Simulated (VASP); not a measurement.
Input of a VASP 6.6.1 run:

Contents of INCAR:

```
ALGO     = Normal         # electronic algorithm
EDIFF    = 1E-7           # SCF threshold, eV
EDIFFG   = -0.01          # ionic threshold
ENCUT    = 600            # plane-wave cutoff, eV
GGA      = PE             # functional
IBRION   = 2              # ionic algorithm
ISIF     = 3              # what is computed and relaxed
ISMEAR   = 0              # smearing method
LASPH    = True           # aspherical terms in the spheres
LCHARG   = False          # write CHGCAR
LREAL    = False          # projectors in reciprocal space
LWAVE    = False          # write WAVECAR
NELM     = 100            # most SCF steps
NSW      = 100            # ionic steps
PREC     = Accurate       # precision mode
SIGMA    = 0.1            # smearing width, eV
```

KPOINTS

```
k-points
0
Gamma
  10 10 8
```

File POSCAR:

```
TaTlO4
1.0
    3.5976802282      0.0000000000      0.0000000000
    0.0000000000      3.5976802282      0.0000000000
    0.0000000000      0.0000000000      5.3794160995
Ta Tl O
1 1 4
Direct
    0.0000000000      0.0000000000      0.0000000000
    0.5000000000      0.5000000000      0.5000000000
    0.5000000000      0.0000000000      0.2199400702
    0.0000000000      0.5000000000      0.7800599298
    0.5000000000      0.0000000000      0.7800599298
    0.0000000000      0.5000000000      0.2199400702
```

Potentials or basis: VASP PAW PBE potentials, release 64 (Ta_pv, Tl_d, O).

Launch:

```bash
$ cat potpaw_PBE.64/Ta_pv/POTCAR potpaw_PBE.64/Tl_d/POTCAR potpaw_PBE.64/O/POTCAR > POTCAR
$ mpirun -np 1 vasp_std > vasp.out
```

(1) Estimate the relaxed cell.

(2) Estimate the band gap on the k mesh.

(3) Estimate the relaxed volume.

(4) What does it give for the space group after relaxing (to 0.1 Å)?

Answers

(1) a = 3.599 Å, b = 3.599 Å, c = 5.382 Å, α = 90.00°, β = 90.00°, γ = 90.00°.

(2) zero (bands 24 and 25 overlap by 0.47 eV).

(3) 11.62 Å³/atom.

(4) P4/mmm (No. 123).

Caveat: spin-orbit coupling is left out, which moves the levels of the heavy elements.
